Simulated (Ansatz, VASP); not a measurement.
One calculation of SiCl5, two programs

```
Si Cl
1.0
     6.11567    0.00000    0.00000
    -3.05783    5.29633    0.00000
     0.00000    0.00000    5.09050
Si Cl
1 5
Direct
  0.33333 0.66667 0.00000
  0.85611 0.14389 0.50000
  0.85611 0.71221 0.50000
  0.28779 0.14389 0.50000
  0.00000 0.00000 0.00000
  0.33333 0.66667 0.50000
```

Alike in both runs: task single point; functional PBE; k mesh 3 × 3 × 4; occupations gaussian, width 0.1 eV; no spin polarisation.

|  | VASP | Ansatz |
| --- | --- | --- |
| version | VASP 6.6.1 | Ansatz 0.2.0 |
| potentials or method | VASP PAW PBE potentials, release 64 (Si, Cl), cutoff 520 eV | scalar-relativistic, plane waves, PAW |
| valence electrons in the cell | 39 | 39 |

VASP gave:

| Item | Value |
| --- | --- |
| gap on the k mesh at the Fermi level (eV) | none |
| pressure (GPa) | 0.9 |
| traceless stress, the component that is largest in VASP (GPa) | -0.19 |
| rms of the force components (eV/Å) | 0.461 |

Q: Estimate Ansatz's values.

A: gap on the k mesh at the Fermi level (eV): none; pressure (GPa): 1.0; traceless stress, the component that is largest in VASP (GPa): -0.19; rms of the force components (eV/Å): 0.467.

Atom by atom the forces differ by 0.006 eV/Å (rms over components). A gap of «none» marks a metal or a gap that the smearing closes. With one functional, cell and mesh, what is left measures potentials, basis and numerics.

The k mesh is coarse, so the values compare programs but aren't converged.
